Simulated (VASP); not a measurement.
A run of VASP 6.6.1:

Contents of INCAR:

```
SYSTEM = MgZn2Te3
ALGO = Normal
EDIFF = 1E-7
ENCUT = 520
GGA = PE
ISIF = 2
ISMEAR = 0
LASPH = .True.
LCHARG = .True.
LELF = .True.
LREAL = .False.
LVHAR = .True.
LWAVE = .False.
NBANDS = 31
NELM = 100
PREC = Accurate
SIGMA = 0.1
```

File KPOINTS:

```
k-points
0
Gamma
  6 6 2
  0 0 0
```

Contents of POSCAR:

```
MgZn2Te3
1.0
    4.4395244000      0.0000000000      0.0000000000
   -2.2197622000      3.8447409000      0.0000000000
    0.0000000000      0.0000000000     10.9405494000
Mg Zn Te
1 2 3
Direct
    0.3333333000      0.6666667000      0.3346200000
    0.0000000000      0.0000000000      0.9946010000
    0.6666667000      0.3333333000      0.6721320000
    0.0000000000      0.0000000000      0.2394670000
    0.6666667000      0.3333333000      0.9165510000
    0.3333333000      0.6666667000      0.5926290000
```

Potentials or basis: VASP PAW PBE potentials, release 64 (Mg, Zn, Te).

The run is started by

```bash
$ cat potpaw_PBE.64/Mg/POTCAR potpaw_PBE.64/Zn/POTCAR potpaw_PBE.64/Te/POTCAR > POTCAR
$ mpirun -np 1 vasp_std > vasp.out
```

Hardware: 1 thread of AMD EPYC 7571, with other jobs on the host.

Estimate the wall time of this run.

Run time: 4.1 min on 1 thread of AMD EPYC 7571, with other jobs on the host, peak memory 0.33 GiB. Counts: scf iterations 17, k points 14.
